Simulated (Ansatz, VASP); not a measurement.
# One calculation of Mg, two programs

Contents of INCAR:

```
SYSTEM = Mg
PREC = Accurate ; ENCUT = 600
EDIFF = 1E-6 ; ISMEAR = 0
SIGMA = 0.1 ; LREAL = .FALSE.
LASPH = .TRUE. ; NELM = 120
ALGO = Normal ; ISIF = 2
LWAVE = .FALSE. ; LCHARG = .FALSE.
GGA = PS ; NBANDS = 7
GGA_COMPAT = .FALSE.
```

KPOINTS

```
Automatic mesh
0
G
  6 6 6
  0 0 0
```

File POSCAR:

```
Mg
1.0
    0.0000000000      2.4330455150      2.4330455150
    2.4330455150      0.0000000000      2.4330455150
    2.4330455150      2.4330455150      0.0000000000
Mg
1
Direct
    0.0000000000      0.0000000000      0.0000000000
```

Input for Ansatz:

```yaml
crystal:
  lattice:
    - [0.0, 2.433045515, 2.433045515]
    - [2.433045515, 0.0, 2.433045515]
    - [2.433045515, 2.433045515, 0.0]
  atoms:
    - { symbol: Mg, position: [0.0, 0.0, 0.0] }
basis:
  ecutwfc: 420
kpoints:
  mp_grid: { grid: [6, 6, 6] }
hamiltonian:
  xc: pbesol
scf:
  occupations: { method: gaussian, width: 0.1 }
output:
  forces: true
  stress: true
  eigenvalues: true
```

Alike in both runs: task single point; functional PBEsol; k mesh 6 × 6 × 6; occupations gaussian, width 0.1 eV; no spin polarisation.

|  | VASP | Ansatz |
| --- | --- | --- |
| version | VASP 6.6.1 | Ansatz 0.2.0 |
| potentials or method | VASP PAW PBE potentials, release 64 (Mg), cutoff 600 eV | scalar-relativistic, plane waves, PAW |
| valence electrons in the cell | 2 | 10 |

```csv
,VASP,Ansatz,Ansatz less VASP
gap on the k mesh at the Fermi level (eV),none,none,-
pressure (GPa),-5.6,-5.5,+0.08
```

VASP's potentials were made for PBE, not for PBEsol. A gap of «none» marks a metal or a gap that the smearing closes. With one functional, cell and mesh, what is left measures potentials, basis and numerics. VASP's potentials hold 2 valence electrons a cell and Ansatz's 10, so a difference there can come from the potentials and not from the codes.

The k mesh is coarse, so the values compare programs but aren't converged.
